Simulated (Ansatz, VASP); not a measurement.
**One calculation of BAs, two programs**

```
B As
1.0
     0.00000    2.39187    2.39187
     2.39187    0.00000    2.39187
     2.39187    2.39187    0.00000
B As
1 1
Direct
  0.00000 0.00000 0.00000
  0.25000 0.25000 0.25000
```

Alike in both runs: task single point; functional PBE; k mesh 10 × 10 × 10; occupations fermi-dirac, width 0.02 eV; non-collinear spin, spin-orbit coupling.

```csv
,VASP,Ansatz
version,VASP 6.6.1,Ansatz 0.2.0
potentials or method,"VASP PAW PBE potentials, release 64 (B, As)","plane waves, PAW"
plane-wave cutoff (eV),520,420
valence electrons in the cell,8,18
```

VASP gave:

- pressure (GPa): 2.8
- net moment per atom (μB): 0.00

Q: What did Ansatz give for the same quantities?

A: Pressure (GPa): 2.2; net moment per atom (μB): 0.00.

The functional is the same, so the differences come from potentials, cutoffs and numerics. VASP's potentials hold 8 valence electrons a cell and Ansatz's 18, so a difference there can come from the potentials and not from the codes.
